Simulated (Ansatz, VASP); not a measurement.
## BaS in VASP and in Ansatz

```xyz
2
Lattice="0.0000 3.2169 3.2169 3.2169 0.0000 3.2169 3.2169 3.2169 0.0000" Properties=species:S:1:pos:R:3 pbc="T T T"
Ba    0.0000    0.0000    0.0000
S     3.2169    3.2169    3.2169
```

Change from the starting cell: species swapped into the SmBi type (Fm-3m, No. 225).

Alike in both runs: functional PBE; k mesh 4 × 4 × 4; occupations gaussian, width 0.15 eV; no spin polarisation.

Ansatz relaxed the structure, and its values are those at the end. VASP's run is a single point on that final structure, the one shown.

|  | VASP | Ansatz |
| --- | --- | --- |
| version | VASP 6.6.1 | Ansatz 0.2.0 |
| potentials or method | VASP PAW PBE potentials, release 64 (Ba_sv, S), cutoff 500 eV | scalar-relativistic, plane waves, PAW |
| valence electrons in the cell | 16 | 16 |

```tsv
	VASP	Ansatz	Ansatz less VASP
gap on the k mesh at the Fermi level (eV)	2.14	2.23	+0.095
least direct gap on the mesh (eV)	2.29	2.35	+0.065
pressure (GPa)	0.5	-0.1	-0.55
```

The functional is the same, so the differences come from potentials, cutoffs and numerics.

The k mesh is coarse, so the values compare programs but aren't converged. Neither program's run includes spin-orbit coupling.
